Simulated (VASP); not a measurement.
A run of VASP 6.6.1 is set up as follows.

File INCAR:

```
ALGO = Normal ; EDIFF = 1E-6
EDIFFG = -0.08 ; ENCUT = 520
GGA = PE ; IBRION = 2
ISIF = 2 ; ISMEAR = -1
LASPH = True ; LCHARG = False
LREAL = Auto ; LWAVE = False
NCORE = 4 ; NELM = 60
NSW = 45 ; PREC = Accurate
SIGMA = 0.15
```

KPOINTS

```
k-points
0
Gamma
  2 2 1
```

Contents of POSCAR:

```
W8C9
1.0
    5.7964600000      0.0000000000      0.0000000000
   -2.8982300000      5.0198820000      0.0000000000
    0.0000000000      0.0000000000     15.2522600000
W C
8 9
Selective dynamics
Direct
    0.0000000000      0.0000000000      0.0655641000  F F F
    0.0000000000      0.0000000000      0.2514277000  T T T
    0.0000000000      0.5000000000      0.0655641000  F F F
    0.0000000000      0.5000000000      0.2514277000  T T T
    0.5000000000      0.0000000000      0.0655641000  F F F
    0.5000000000      0.0000000000      0.2514277000  T T T
    0.5000000000      0.5000000000      0.0655641000  F F F
    0.5000000000      0.5000000000      0.2514277000  T T T
    0.3333333000      0.1666667000      0.1584959000  T T T
    0.3333333000      0.1666667000      0.3443595000  T T T
    0.3333333000      0.6666667000      0.1584959000  T T T
    0.3333333000      0.6666667000      0.3443595000  T T T
    0.8333333000      0.1666667000      0.1584959000  T T T
    0.8333333000      0.1666667000      0.3443595000  T T T
    0.8333333000      0.6666667000      0.1584959000  T T T
    0.8333333000      0.6666667000      0.3443595000  T T T
    0.4952951000     -0.0137375000      0.4105792000  T T T
```

Potentials or basis: VASP PAW PBE potentials, release 64 (W_sv, C).

The run is started by

```console
$ cat potpaw_PBE.64/W_sv/POTCAR potpaw_PBE.64/C/POTCAR > POTCAR
$ mpirun -np 4 vasp_std > vasp.out
```

Problem. Estimate the band gap on the k mesh.

Solution. Zero (bands 74 and 75 overlap by 0.37 eV).

Problem. What does it give for the energy gained by relaxing?

Solution. 324.3 meV/atom.

Final structure:
```yaml
crystal:
  lattice:
    - [5.79646, 0.00000, 0.00000]
    - [-2.89823, 5.01988, 0.00000]
    - [0.00000, 0.00000, 15.25226]
  atoms:
    - { symbol: W, position: [0.00000, 0.00000, 0.06556] }
    - { symbol: W, position: [0.00020, 0.00014, 0.26043] }
    - { symbol: W, position: [0.00000, 0.50000, 0.06556] }
    - { symbol: W, position: [0.00010, 0.49875, 0.26039] }
    - { symbol: W, position: [0.50000, 0.00000, 0.06556] }
    - { symbol: W, position: [0.49984, 0.99946, 0.23791] }
    - { symbol: W, position: [0.50000, 0.50000, 0.06556] }
    - { symbol: W, position: [0.49888, 0.49874, 0.26039] }
    - { symbol: C, position: [0.32977, 0.16979, 0.15129] }
    - { symbol: C, position: [0.35818, 0.14049, 0.33898] }
    - { symbol: C, position: [0.32981, 0.65953, 0.15125] }
    - { symbol: C, position: [0.35832, 0.71632, 0.33898] }
    - { symbol: C, position: [0.84011, 0.16978, 0.15129] }
    - { symbol: C, position: [0.78257, 0.14049, 0.33898] }
    - { symbol: C, position: [0.83320, 0.66629, 0.15648] }
    - { symbol: C, position: [0.83292, 0.66547, 0.33325] }
    - { symbol: C, position: [0.49973, 0.99922, 0.37257] }
```

Caveat: the k points lie up to 0.63 Å⁻¹ apart; there is no dipole correction, which matters where the two faces differ; spin-orbit coupling is left out, which moves the levels of the heavy elements.
